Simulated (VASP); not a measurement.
Here is a VASP 6.6.1 calculation.

File INCAR:

```
PREC = Accurate ; ENCUT = 520
EDIFF = 1E-6 ; ISMEAR = 1
SIGMA = 0.05 ; LREAL = F
LASPH = T ; NELM = 100
ALGO = Normal ; ISIF = 2
LWAVE = F ; LCHARG = F
NBANDS = 28
```

KPOINTS

```
regular mesh
0
Gamma
  5 5 5
```

The input POSCAR:

```
IrPt3
1.0
    3.8743352991      0.0000000000      0.0000000000
    0.0000000000      3.8743352991      0.0000000000
    0.0000000000      0.0000000000      3.8743352991
Ir Pt
1 3
Direct
    0.0000000000      0.0000000000      0.0000000000
    0.0000000000      0.5000000000      0.5000000000
    0.5000000000      0.0000000000      0.5000000000
    0.5000000000      0.5000000000      0.0000000000
```

Potentials or basis: VASP PAW LDA potentials, release 64 (Ir, Pt).

Launch:

```console
$ cat potpaw_LDA.64/Ir/POTCAR potpaw_LDA.64/Pt/POTCAR > POTCAR
$ mpirun -np 1 vasp_std > vasp.out
```

(1) What does it give for the pressure?

Results:

(1) 1.1 GPa.
